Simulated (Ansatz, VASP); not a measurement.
# Ti: VASP beside Ansatz

Contents of INCAR:

```
  ALGO = Normal
  EDIFF = 1E-7
  ENCUT = 520
  ISIF = 2
  ISMEAR = -1
  LASPH = True
  LCHARG = True
  LELF = True
  LREAL = False
  LVHAR = True
  LWAVE = False
  NBANDS = 25
  NELM = 60
  PREC = Accurate
  SIGMA = 0.1
```

The input KPOINTS:

```
k-points
0
Gamma
  8 8 12
```

POSCAR

```
Ti
1.0
    4.6000000000      0.0000000000      0.0000000000
   -2.3000000000      3.9837170000      0.0000000000
    0.0000000000      0.0000000000      2.8200000000
Ti
3
Direct
    0.0000000000      0.0000000000      0.0000000000
    0.3333333333      0.6666666667      0.5000000000
    0.6666666667      0.3333333333      0.5000000000
```

Input for Ansatz:

```yaml
crystal:
  lattice:
    - [4.6, 0.0, 0.0]
    - [-2.3, 3.983717, 0.0]
    - [0.0, 0.0, 2.82]
  atoms:
    - { symbol: Ti, position: [0.0, 0.0, 0.0] }
    - { symbol: Ti, position: [0.33333333333333337, 0.6666666666666666, 0.5] }
    - { symbol: Ti, position: [0.6666666666666666, 0.3333333333333333, 0.5] }
basis:
  ecutwfc: 435.382179935808
kpoints:
  mp_grid:
    grid: [8, 8, 12]
hamiltonian:
  xc: lda
scf:
  occupations:
    method: fermi_dirac
output:
  stress: true
```

Alike in both runs: task single point; functional LDA; k mesh 8 × 8 × 12; no spin polarisation.

```csv
,VASP,Ansatz
version,VASP 6.6.1,Ansatz 0.2.0
potentials or method,"VASP PAW LDA potentials, release 64 (Ti_sv), cutoff 520 eV","plane waves, PAW"
occupations,"fermi-dirac, width 0.1 eV",fermi-dirac
valence electrons in the cell,36,36
```

```csv
,VASP,Ansatz,Ansatz less VASP
pressure (GPa),-9.1,-9.0,+0.03
"traceless stress, the component that is largest in VASP (GPa)",1.26,1.26,+0.005
```

LDA's correlation is that of Perdew and Zunger in VASP and of Perdew and Wang (1992) in Ansatz.
